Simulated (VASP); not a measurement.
Set up this calculation in VASP 6.6.1, as the native input.

```
Task                   : relaxation of the atoms
Functional             : PBE
Dispersion             : D3(BJ)
Potentials or basis    : VASP PAW PBE potentials, release 64 (Si, Li_sv)
Cutoff                 : 520 eV
k mesh                 : 2 × 2 × 2
Occupations            : fermi-dirac, width 0.02 eV
Spin                   : collinear spin
Starting moments       : [0.0, 0.0, 0.0, 0.0, 0.0, 0.0, 0.0, 0.0, 0.0, 0.0, 0.0, 0.0, 0.0, 0.0, 0.0, 0.0, 1.0] μB
Dipole correction      : no
Further INCAR settings : LREAL = Auto; ALGO = Normal; EDIFF = 1e-07; IBRION = 2; EDIFFG = -0.08; NSW = 45
```

The structure of LiSi16 (a cell with a defect) lies in POSCAR:

```
LiSi16
1.0
    0.0000000000      5.4300000000      5.4300000000
    5.4300000000      0.0000000000      5.4300000000
    5.4300000000      5.4300000000      0.0000000000
Si Li
16 1
Direct
    0.0000000000      0.0000000000      0.0000000000
    0.1250000000      0.1250000000      0.1250000000
    0.0000000000      0.0000000000      0.5000000000
    0.1250000000      0.1250000000      0.6250000000
    0.0000000000      0.5000000000      0.0000000000
    0.1250000000      0.6250000000      0.1250000000
    0.0000000000      0.5000000000      0.5000000000
    0.1250000000      0.6250000000      0.6250000000
    0.5000000000      0.0000000000      0.0000000000
    0.6250000000      0.1250000000      0.1250000000
    0.5000000000      0.0000000000      0.5000000000
    0.6250000000      0.1250000000      0.6250000000
    0.5000000000      0.5000000000      0.0000000000
    0.6250000000      0.6250000000      0.1250000000
    0.5000000000      0.5000000000      0.5000000000
    0.6250000000      0.6250000000      0.6250000000
    0.8102496000      0.8203542000      0.3129815000
```

One way to write it, as run:

INCAR

```
SYSTEM = LiSi16
  ALGO = Normal
  EDIFF = 1E-7
  EDIFFG = -0.08
  ENCUT = 520
  GGA = PE
  IBRION = 2
  ISIF = 2
  ISMEAR = -1
  ISPIN = 2
  IVDW = 12
  KPAR = 2
  LASPH = .TRUE.
  LCHARG = .FALSE.
  LORBIT = 11
  LREAL = Auto
  LWAVE = .FALSE.
  MAGMOM = 0 0 0 0 0 0 0 0 0 0 0 0 0 0 0 0 1
  NELM = 150
  NSW = 45
  PREC = Accurate
  SIGMA = 0.02
```

KPOINTS

```
k-points
0
G
  2 2 2
  0 0 0
```

Potentials or basis: VASP PAW PBE potentials, release 64 (Si, Li_sv).

Command:

```console
$ cat potpaw_PBE.64/Si/POTCAR potpaw_PBE.64/Li_sv/POTCAR > POTCAR
$ mpirun -np 4 vasp_std > vasp.out
```

It gave:

| Property | Result |
| --- | --- |
| Energy gained by relaxing | 54.0 meV/atom |
| Ionic steps | 42 |
| Largest force after relaxing | 0.056 eV/Å |
| Net moment | 0.00 μB per cell |
| Valence electrons inside the program's atomic spheres | Si 1.71, 1.69, 1.70 (each value once); Li 2.12 |
| Dispersion energy per atom | -0.321 eV |

Caveat: the k points lie up to 0.50 Å⁻¹ apart; the relaxation stopped at a loose force limit of 0.08 eV/Å, so its end isn't a converged minimum.

Wall time 32 min on 4 MPI ranks on Intel(R) Xeon(R) Platinum 8488C (Sapphire Rapids), on a shared host, peak memory 0.47 GiB a rank.
